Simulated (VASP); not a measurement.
The system is Sn.

```
Sn
1.0
     0.00000    3.28405    3.28405
     3.28405    0.00000    3.28405
     3.28405    3.28405    0.00000
Sn
2
Direct
  0.50000 0.50000 0.50000
  0.75000 0.75000 0.75000
```

Base run:

```yaml
Program: VASP 6.6.1
Functional: r2SCAN
Potentials_or_basis: VASP PAW PBE potentials, release 64 (Sn_d)
Cutoff: 520 eV
k_mesh: 8 × 8 × 8
Occupations: fermi-dirac, width 0.1 eV
Spin: no spin polarisation
```

Its results: band gap on the k mesh zero (filled and empty bands touch); pressure 0.0 GPa.

Q: After a change of settings the same cell gave: band gap on the k mesh zero (filled and empty bands touch); pressure 0.5 GPa. Which change was it?
A. k mesh from 8 × 8 × 8 to 4 × 4 × 4
B. k mesh from 8 × 8 × 8 to 3 × 3 × 3
C. k mesh from 8 × 8 × 8 to 2 × 2 × 2

A: A.

Caveats: some runs use coarse meshes; the PAW data sets were made with another functional, which shifts forces and pressure a little; spin-orbit coupling is left out, which moves the levels of the heavy elements.
